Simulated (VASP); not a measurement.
SnO2, 3 atoms in the cell. The structure is cubic, space group Fm-3m (No. 225). The conventional cell has a = 4.873 Å, b = 4.873 Å, c = 4.873 Å, α = 90.00°, β = 90.00°, γ = 90.00°. Within 2.8 Å of Sn (site symmetry m-3m) lie 8 O at 2.11 Å. O (site symmetry -43m) has 4 Sn at 2.11 Å and 6 O at 2.44 Å within 2.8 Å. 

```yaml
Program: VASP 6.6.1
Task: single point
Functional: PBE
Potentials_or_basis: VASP PAW PBE potentials, release 64 (Sn_d, O)
Cutoff: 600 eV
k_mesh: 4 × 4 × 4
Occupations: gaussian, width 0.01 eV
Spin: no spin polarisation
Dipole_correction: no
Further_INCAR_settings: ALGO = Normal; EDIFF = 1e-06; NBANDS = 20
```

Potentials or basis: VASP PAW PBE potentials, release 64 (Sn_d, O).

Command:

```console
$ cat potpaw_PBE.64/Sn_d/POTCAR potpaw_PBE.64/O/POTCAR > POTCAR
$ mpirun -np 1 vasp_std > vasp.out
```

Hardware: 1 thread of AMD EPYC 9R45 96-Core Processor (Zen 5), with other jobs on the host.

Question: How long does it take, and how much memory?

Answer: It took 4.7 s on 1 thread of AMD EPYC 9R45 96-Core Processor (Zen 5) (shared host), peak memory 0.12 GiB. Counts: scf iterations 13, k points 8.
